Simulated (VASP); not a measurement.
Here is a VASP 6.6.1 calculation.

The input INCAR:

```
SYSTEM = H7C2N
  ALGO = Normal
  EDIFF = 1E-6
  ENCUT = 520
  GGA = PE
  GGA_COMPAT = .False.
  ISIF = 2
  ISMEAR = -1
  LASPH = .True.
  LCHARG = .False.
  LREAL = .False.
  LWAVE = .False.
  NBANDS = 51
  NELM = 120
  PREC = Accurate
  SIGMA = 0.05
```

The input KPOINTS:

```
k-points
0
Gamma
  1 1 1
  0 0 0
```

The input POSCAR:

```
H7C2N
1.0
    6.8873110000      0.0000000000      0.0000000000
    0.0000000000      6.8873110000      0.0000000000
    0.0000000000      0.0000000000      6.8873110000
C H N
6 21 3
Direct
    0.0926486404      0.3788270923      0.3321180066
   -0.0627240443      0.3075801282      0.4217030420
    0.4262476313      0.8472392201      0.4817555066
    0.4110022039      0.9715983495      0.3344846777
   -0.0106282408      0.8332860241      0.7756728279
    0.1090120658      0.9583856457      0.8547167392
    0.2442753057      0.3321615649      0.3652078438
    0.0924308486      0.4954618718      0.2207973475
   -0.0774758102      0.1831048431      0.5117236611
   -0.2061762566      0.3695636802      0.3843735240
    0.2913183389      0.7563764726      0.5184461686
    0.5396300530      0.8439723428      0.5922485568
    0.2921604673      0.9757509135      0.2245578862
    0.5302359658      1.0709985363      0.3104985385
   -0.0046462255      0.7919491366      0.6244091489
   -0.1454849360      0.8022579494      0.8515224592
    0.2464532239      1.0148953634      0.7816693627
    0.0901803331      0.9880779306      1.0065902353
    0.4702996569      0.2380029013      0.8784415282
    0.6431682844      0.2170513282      0.7133553284
    0.6763742773      0.1460511947      0.9445921638
    0.8842493101      0.9844625863      0.2532773676
    1.0022924767      0.7778943045      0.2189533767
    0.7757309057      0.7576977430      0.2387288740
    0.4696172425      0.5630354140      1.1386011173
    0.4520341829      0.7134279256      0.9539426926
    0.6018749553      0.5254881041      0.9391183293
    0.6205179351      0.2520867723      0.8532938327
    0.8919591405      0.8431156949      0.2961823562
    0.5495178017      0.6290844134      1.0262640964
```

Potentials or basis: VASP PAW PBE potentials, release 64 (C, H, N).

Launch:

```console
$ cat potpaw_PBE.64/C/POTCAR potpaw_PBE.64/H/POTCAR potpaw_PBE.64/N/POTCAR > POTCAR
$ mpirun -np 1 vasp_gam > vasp.out
```

Predict the pressure.

0.2 GPa.

Estimate the largest force.

2.682 eV/Å.

Predict the band gap on the k mesh.

3.96 eV.

Stress tensor (GPa, compression positive):
```
-1.49 -0.94  0.10
-0.94  1.24  1.42
 0.10  1.42  0.91
```

Caveat: the k points lie up to 0.91 Å⁻¹ apart.
